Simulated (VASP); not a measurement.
Write the native input for VASP 6.6.1 that does the following.

```
Task                   : single point
Functional             : PBE
Potentials or basis    : VASP PAW PBE potentials, release 64 (Ba_sv)
Cutoff                 : 520 eV
k mesh                 : 16 × 16 × 16
Occupations            : gaussian, width 0.15 eV
Spin                   : no spin polarisation
Dipole correction      : no
Further INCAR settings : ALGO = Fast; EDIFF = 1e-06; NBANDS = 11
```

The structure of Ba lies in POSCAR:

```
Ba
1.0
   -2.2273589199      2.2273589199      3.1494855127
    2.2273589199     -2.2273589199      3.1494855127
    2.2273589199      2.2273589199     -3.1494855127
Ba
1
Direct
    0.0000000000      0.0000000000      0.0000000000
```

This isn't the form of Ba at room conditions, which is bcc.

This cell differs from its parent crystal: ratio of the length along z to the lengths across it x 1.414, volume and fractional coordinates fixed.

One way to write it, as run:

INCAR

```
SYSTEM = Ba
ALGO = Fast
EDIFF = 1E-6
ENCUT = 520
GGA = PE
ISIF = 2
ISMEAR = 0
LASPH = .TRUE.
LCHARG = .TRUE.
LELF = .TRUE.
LREAL = .FALSE.
LVHAR = .TRUE.
LWAVE = .FALSE.
NBANDS = 11
NELM = 80
PREC = Accurate
SIGMA = 0.15
```

KPOINTS

```
k-points
0
G
  16 16 16
  0 0 0
```

Potentials or basis: VASP PAW PBE potentials, release 64 (Ba_sv).

Run with:

```console
$ cat potpaw_PBE.64/Ba_sv/POTCAR > POTCAR
$ mpirun -np 1 vasp_std > vasp.out
```

It gave:

```json
{
  "Pressure": "0.3 GPa",
  "Band gap on the k mesh": "zero (bands 5 and 6 overlap by 0.26 eV)"
}
```

Caveat: spin-orbit coupling is left out, which moves the levels of the heavy elements.

Run time: 2.1 min on 1 thread of Intel(R) Xeon(R) Platinum 8488C (Sapphire Rapids) (shared host), peak memory 0.39 GiB.
